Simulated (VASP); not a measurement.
# CuAu (R-3m) in VASP: further runs

The runs below take CuAu through single point, relaxation of cell and atoms, with revPBE, RPBE, BLYP, r2SCAN, LDA.

Program: VASP 6.6.1. These are calculated values, not measurements. Logs are shortened: lines on timing, memory, paths and dates and some standing lists are left out, and cuts for length are marked.

### Step 1. The cell of the first run

The structure is trigonal, space group R-3m (No. 166). The conventional cell has a = 2.861 Å, b = 2.861 Å, c = 13.220 Å, α = 90.00°, β = 90.00°, γ = 120.00°. Within 3.6 Å of Au (site symmetry -3m) lie 6 Cu at 2.75 Å and 6 Au at 2.86 Å. Cu (site symmetry -3m) has 6 Au at 2.75 Å and 6 Cu at 2.86 Å within 3.6 Å.

### Step 2. Single point, revPBE

File INCAR:

```
PREC = Accurate
ENCUT = 520
EDIFF = 1E-6
ISMEAR = -1
SIGMA = 0.05
LREAL = False
LASPH = True
NELM = 80
ALGO = Normal
ISIF = 2
LWAVE = False
LCHARG = True
GGA = RE
LELF = True
LVHAR = True
NBANDS = 18
```

File KPOINTS:

```
Automatic mesh
0
Gamma
  11 11 11
```

File POSCAR:

```
CuAu
1.0
    1.4304872275      0.8258921859      4.4065564814
   -1.4304872275      0.8258921859      4.4065564814
    0.0000000000     -1.6517843717      4.4065564814
Au Cu
1 1
Direct
    0.0000000000      0.0000000000      0.0000000000
    0.5000000000      0.5000000000      0.5000000000
```

Potentials or basis: VASP PAW PBE potentials, release 64 (Au, Cu).

On the command line:

```
cat potpaw_PBE.64/Au/POTCAR potpaw_PBE.64/Cu/POTCAR > POTCAR
mpirun -np 1 vasp_std > vasp.out
```

OUTCAR:

```text
PREC = Accurate
   ENCUT = 520
   EDIFF = 1E-6
   ISMEAR = -1
   LREAL = False
   LASPH = True
   NELM = 80
   ISIF = 2
   GGA = RE

 ion  position               nearest neighbor table
   1  0.000  0.000  0.000-   2 2.75   2 2.75   2 2.75   2 2.75   2 2.75   2 2.75
   2  0.500  0.500  0.500-   1 2.75   1 2.75   1 2.75   1 2.75   1 2.75   1 2.75

  LATTYP: Found a trigonal (rhomboedric) cell.
 ALAT       =     4.7059676619
 COS(alpha) =     0.8152007997

  Lattice vectors:

 A1 = (   1.4304872275,   0.8258921859,   4.4065564814)
 A2 = (  -1.4304872275,   0.8258921859,   4.4065564814)
 A3 = (   0.0000000000,  -1.6517843717,   4.4065564814)

Analysis of symmetry for initial positions (statically):
=====================================================================
 Subroutine PRICEL returns:
 Original cell was already a primitive cell.

 Routine SETGRP: Setting up the symmetry group for a
 trigonal (rhombohedral) supercell.

 Subroutine GETGRP returns: Found 12 space group operations
 (whereof 12 operations were pure point group operations)
 out of a pool of 12 trial point group operations.

The static configuration has the point symmetry D_3d.

Analysis of symmetry for dynamics (positions and initial velocities):
=====================================================================
 Subroutine PRICEL returns:
 Original cell was already a primitive cell.

 Routine SETGRP: Setting up the symmetry group for a
 trigonal (rhombohedral) supercell.

 Subroutine GETGRP returns: Found 12 space group operations
 (whereof 12 operations were pure point group operations)
 out of a pool of 12 trial point group operations.

The dynamic configuration has the point symmetry D_3d.

 Subroutine INISYM returns: Found 12 space group operations
 (whereof 12 operations are pure point group operations),
 and found     1 'primitive' translations

----------------------------------------------------------------------------------------

                                     Primitive cell

  volume of cell :      31.2362

  direct lattice vectors                    reciprocal lattice vectors
     1.430487228  0.825892186  4.406556481     0.349531258  0.201801966  0.075644857
    -1.430487228  0.825892186  4.406556481    -0.349531258  0.201801966  0.075644857
     0.000000000 -1.651784372  4.406556481     0.000000000 -0.403603932  0.075644857

  length of vectors
[... 74 lines left out ...]
   ISTART =      0    job   : 0-new  1-cont  2-samecut
   ICHARG =      2    charge: 1-file 2-atom 10-const
   ISPIN  =      1    spin polarized calculation?
   LNONCOLLINEAR =      F non collinear calculations
   LSORBIT =      F    spin-orbit coupling
   LASPH  =      T    aspherical Exc in radial PAW
   ENCUT  =  520.0 eV  38.22 Ry    6.18 a.u.   8.75  8.75  8.75*2*pi/ulx,y,z
   NELM   =     80;   NELMIN=  2; NELMDL= -5     # of ELM steps
   EDIFF  = 0.1E-05   stopping-criterion for ELM
   LREAL  =      F    real-space projection
   EDIFFG = 0.1E-04   stopping-criterion for IOM
   NSW    =      0    number of steps for IOM
   IBRION =     -1    ionic relax: 0-MD 1-quasi-New 2-CG
   NFREE  =      0    steps in history (QN), initial steepest desc. (CG)
   ISIF   =      2    stress and relaxation
   ISYM   =      2    0-nonsym 1-usesym 2-fastsym
   POTIM  = 0.5000    time-step for ionic-motion
   TEBEG  =    0.0;   TEEND  =   0.0 temperature during run
   PSTRESS=    0.0 pullay stress
   NELECT =      22.0000    total number of electrons
   NUPDOWN=      -1.0000    fix difference up-down
   EMIN   =  10.00;   EMAX   =-10.00  energy-range for DOS
   EFERMI =   0.00;   METHOD = LEGACY
   ISMEAR =    -1;   SIGMA  =   0.05  broadening in eV -4-tet -1-fermi 0-gaus
   EFERMI_NEDOS =   21; number of points for ismear=-14 and -15
   IALGO  =     38    algorithm
   IMIX   =      4    mixing-type and parameters
     AMIX     =   0.40;   BMIX     =  1.00
     AMIX_MAG =   1.60;   BMIX_MAG =  1.00
  volume/ion in A,a.u.               =      15.62       105.40
  Fermi-wavevector in a.u.,A,eV,Ry     =   1.456565  2.752508 28.865854  2.121580
  Thomas-Fermi vector in A             =   2.573468
   LORBIT       =      0    0 simple, 1 ext, 2 COOP (PROOUT), +10 PAW based schemes
   GGA     = RE    functional components
   LHFCALC =     F    Hartree Fock is set to
   AEXX    =    0.0000 exact exchange contribution
   IVDW    =     0    specifies the selected vdW correction
   LEPSILON=     F    determine dielectric tensor
   LRPA    =     F    only Hartree local field effects (RPA)
 non-spin polarized calculation
  energy-cutoff  :      520.00
  volume of cell :       31.24
 maximum number of plane-waves:       858
   NGX = 17   NGY = 17   NGZ = 17

 number of electron      22.0000003 magnetization

 Free energy of the ion-electron system (eV)
  ---------------------------------------------------
  ext. energy  EPLUGINS =         0.00000000
  ---------------------------------------------------
  free energy    TOTEN  =        -6.07960150 eV

  energy without entropy =       -6.07519917  energy(sigma->0) =       -6.07740033

 E-fermi :   7.9348     XC(G=0): -12.1625

 val. band max:        7.9176928627   @ k =   0.3636   0.3636   0.0909
 cond. band min:       7.9413516027   @ k =  -0.4545   0.3636   0.1818
 fundamental gap:      0.0236587401
 Fermi energy:         7.9348021860

 k-point     1 :       0.0000    0.0000    0.0000
  band No.  band energies     occupation
      1      -1.3729      2.00000
      2       1.5077      2.00000
      3       3.2196      2.00000
      4       3.2196      2.00000
      5       4.3654      2.00000
      6       4.3654      2.00000
[... 481 lines left out ...]
      5       3.9365      2.00000
      6       5.1147      2.00000
[... 10 lines left out ...]
     17      20.4332      0.00000
     18      27.5037      0.00000

 [... further k-points ...]
[... 5 lines left out ...]
  --------------------------------------------------------------------------------------
  -------------------------------------------------------------------------------------
  Total       -0.0044051     -0.0044051      0.0074925      0.0000000      0.0000000     -0.0000000
  in kB       -0.2259472     -0.2259472      0.3843079      0.0000000      0.0000000     -0.0000000
  external PRESSURE =      -0.0225288 kB  Pullay stress =       0.0000000 kB

 VOLUME and BASIS-vectors are now :
 -----------------------------------------------------------------------------
  energy-cutoff  :      520.00
  volume of cell :       31.24
      direct lattice vectors                 reciprocal lattice vectors
     1.430487228  0.825892186  4.406556481     0.349531258  0.201801966  0.075644857
    -1.430487228  0.825892186  4.406556481    -0.349531258  0.201801966  0.075644857
     0.000000000 -1.651784372  4.406556481     0.000000000 -0.403603932  0.075644857

 POSITION                                       TOTAL-FORCE (eV/Angst)
 -----------------------------------------------------------------------------------
      0.00000      0.00000      0.00000        -0.000000     -0.000000     -0.000000
      0.00000      0.00000      6.60983         0.000000      0.000000      0.000000
 -----------------------------------------------------------------------------------
    total drift:                                0.000000     -0.000000      0.000000

  FREE ENERGIE OF THE ION-ELECTRON SYSTEM (eV)
  ---------------------------------------------------
  free  energy   TOTEN  =        -6.0796014955 eV

  energy  without entropy=       -6.0751991720  energy(sigma->0) =       -6.07740033
```

It took 3.7 min on 1 thread of Intel Xeon 8259CL, shared host; peak memory 0.27 GiB.

What came out:

* Free energy: -6.0796 eV
* Pressure: 0.0 GPa
* Band gap on the k mesh: zero (bands 11 and 12 overlap by 4.23 eV)

Caveat: the PAW data sets were made with another functional, which shifts forces and pressure a little; spin-orbit coupling is left out, which moves the levels of the heavy elements.

(Part 1 of 2 ends here.)

The gap in the log of VASP goes by the Fermi energy; the results here count the filled bands.